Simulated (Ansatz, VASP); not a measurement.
One calculation of Au, two programs

File INCAR:

```
SYSTEM = Au
  PREC = Accurate
  ENCUT = 520
  EDIFF = 1E-6
  ISMEAR = 0
  SIGMA = 0.15
  LREAL = .False.
  LASPH = .True.
  NELM = 80
  ALGO = Normal
  ISIF = 2
  LWAVE = .False.
  LCHARG = .False.
  GGA = PS
  NBANDS = 12
```

The input KPOINTS:

```
Automatic mesh
0
Gamma
  20 20 20
  0 0 0
```

POSCAR

```
Au
1.0
    0.0000000000      1.9841350000      2.0455000000
    1.9841350000      0.0000000000      2.0455000000
    1.9841350000      1.9841350000      0.0000000000
Au
1
Direct
    0.0000000000      0.0000000000      0.0000000000
```

Input for Ansatz:

```yaml
crystal:
  lattice:
    - [0.0, 1.984135, 2.0455]
    - [1.984135, 0.0, 2.0455]
    - [1.984135, 1.984135, 0.0]
  atoms:
    - { symbol: Au, position: [0.0, 0.0, 0.0] }
basis:
  ecutwfc: 420
kpoints:
  mp_grid: { grid: [20, 20, 20] }
hamiltonian:
  xc: pbesol
scf:
  occupations: { method: gaussian, width: 0.15 }
output:
  forces: true
  stress: true
  eigenvalues: true
```

Change from the starting cell: strain -0.030 along x and y, +0.000 along z, atoms carried along.

Alike in both runs: task single point; functional PBEsol; k mesh 20 × 20 × 20; occupations gaussian, width 0.15 eV; no spin polarisation.

|  | VASP | Ansatz |
| --- | --- | --- |
| version | VASP 6.6.1 | Ansatz 0.2.0 |
| potentials or method | VASP PAW PBE potentials, release 64 (Au), cutoff 520 eV | scalar-relativistic, plane waves, PAW |
| valence electrons in the cell | 11 | 19 |

```csv
,VASP,Ansatz,Ansatz less VASP
gap on the k mesh at the Fermi level (eV),none,none,-
pressure (GPa),11.0,11.3,+0.35
"traceless stress, the component that is largest in VASP (GPa)",-0.84,-0.83,+0.007
```

VASP's potentials were made for PBE, not for PBEsol. A gap of «none» marks a metal or a gap that the smearing closes. The functional is the same, so the differences come from potentials, cutoffs and numerics. VASP's potentials hold 11 valence electrons a cell and Ansatz's 19, so a difference there can come from the potentials and not from the codes.

Spin-orbit coupling is off throughout.
